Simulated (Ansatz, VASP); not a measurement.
Two plane-wave programs on TiO2

```
Ti O
1.0
     2.68055   -2.72841   -0.06174
     2.67526    2.72312   -0.05440
    -2.70909    0.00908    4.80528
Ti O
2 4
Cartesian
  1.9811 2.0046 1.0811
  0.6959 -1.9785 3.5700
  -0.6118 -0.6903 3.2107
  3.4529 0.7311 1.4529
  2.1277 -0.7749 3.9719
  0.6326 0.7775 0.8160
```

Change from the starting cell: all atoms moved at random (sigma 0.07 Å), cell strained at random (1 %).

Alike in both runs: task single point; functional PBE; k mesh 6 × 6 × 6; occupations gaussian, width 0.02 eV; no spin polarisation.

|  | VASP | Ansatz |
| --- | --- | --- |
| version | VASP 6.6.1 | Ansatz 0.2.0 |
| potentials or method | VASP PAW PBE potentials, release 64 (Ti_sv, O), cutoff 520 eV | scalar-relativistic, plane waves, PAW |
| valence electrons in the cell | 48 | 48 |

```tsv
	VASP	Ansatz	Ansatz less VASP
gap on the k mesh at the Fermi level (eV)	2.19	2.21	+0.022
least direct gap on the mesh (eV)	2.60	2.62	+0.019
pressure (GPa)	2.7	2.0	-0.71
traceless stress, the component that is largest in VASP (GPa)	5.41	5.39	-0.022
rms of the force components (eV/Å)	0.629	0.613	-0.0159
```

Atom by atom the forces differ by 0.031 eV/Å (rms over components).
